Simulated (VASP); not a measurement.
A run of VASP 6.6.1 is set up as follows.

The input INCAR:

```
SYSTEM = Al3Co2
ALGO     = Normal         ! electronic algorithm
EDIFF    = 1E-7           ! SCF threshold, eV
ENCUT    = 520            ! plane-wave cutoff, eV
GGA      = PE             ! functional
ISIF     = 2              ! what is computed and relaxed
ISMEAR   = -1             ! smearing method
ISYM     = 0            
LASPH    = .True.         ! aspherical terms in the spheres
LCHARG   = .True.         ! write CHGCAR
LELF     = .True.         ! ELF
LREAL    = Auto         
LVHAR    = .True.       
LWAVE    = .False.        ! write WAVECAR
NBANDS   = 70             ! bands
NELM     = 80             ! most SCF steps
PREC     = Accurate       ! precision mode
SIGMA    = 0.05           ! smearing width, eV
```

The input KPOINTS:

```
Automatic mesh
0
Gamma
  1 1 1
  0.25 0.25 0.25
```

POSCAR

```
Al3Co2
1.0
    6.8856700000      0.2998370000     -0.1355360000
    0.2998370000      6.3232090000      0.0556060000
   -0.1355360000      0.0556060000      6.4305730000
Al Co
12 8
Direct
    0.2281461780      0.1281210165      0.8445557998
    0.8104408695      0.6553879285      0.9796063916
    0.6889841464      0.3470594037      0.2969448555
    0.6383688694      0.8071949077      0.3426120943
    0.3306217777      0.8674059303      0.5685784422
    0.1216014929      0.3864786677      0.1150052798
    0.9317967225      0.9159246879      0.6765571423
    0.3869822979      0.7085661607      0.9670622669
    0.0974408440      0.8968132493      0.2091864200
    0.8052293650      0.2887362038      0.8011559937
    0.9734054510      0.5761860223      0.4572777700
    0.4216863958      0.3133647910      0.5800947637
    0.5714540344      0.9839899763      0.7896389400
    0.6553504336      0.5960353737      0.6412339046
    0.7517167747      0.0291168040      0.0782444451
    0.1227581198      0.5264089240      0.7717859124
    0.4051880370      0.0990835008      0.2396854726
    0.3276843987      0.5828105034      0.3421658182
    0.4928911514      0.3358932216      0.9776814316
    0.0936386507      0.1862080641      0.4764263033
```

Potentials or basis: VASP PAW PBE potentials, release 64 (Al, Co).

Command:

```sh
$ cat potpaw_PBE.64/Al/POTCAR potpaw_PBE.64/Co/POTCAR > POTCAR
$ mpirun -np 1 vasp_std > vasp.out
```

Problem. What does it give for the largest force?

Solution. 1.290 eV/Å.

Problem. Estimate the pressure.

Solution. -4.9 GPa.

Problem. Predict the band gap on the k mesh.

Solution. 0.29 eV.

Forces in eV/Å, atoms in the order of the input:
```
Al   0.052 -0.074  0.390
Al  -0.080  0.648 -0.207
Al   0.226 -0.365  0.199
Al  -0.116  0.617 -0.151
Al  -0.507 -0.577 -0.351
Al   0.200  0.036  1.215
Al  -0.605 -0.474  0.329
Al   0.246  0.113 -0.206
Al  -0.427  0.791  0.042
Al   0.635 -0.282 -0.389
Al   0.101 -1.027 -0.774
Al   0.117 -0.304  0.609
Co   0.400  0.149 -0.203
Co  -0.093 -0.062 -0.224
Co   0.554  0.017  0.512
Co   0.068 -0.103  0.328
Co  -0.443 -0.117 -0.027
Co   0.013  0.177 -0.822
Co  -0.166  0.629 -0.466
Co  -0.174  0.207  0.196
```

Caveat: the k points lie up to 1.00 Å⁻¹ apart. Spin polarisation is off, so any magnetic state and its effect on volume and gap are missing.
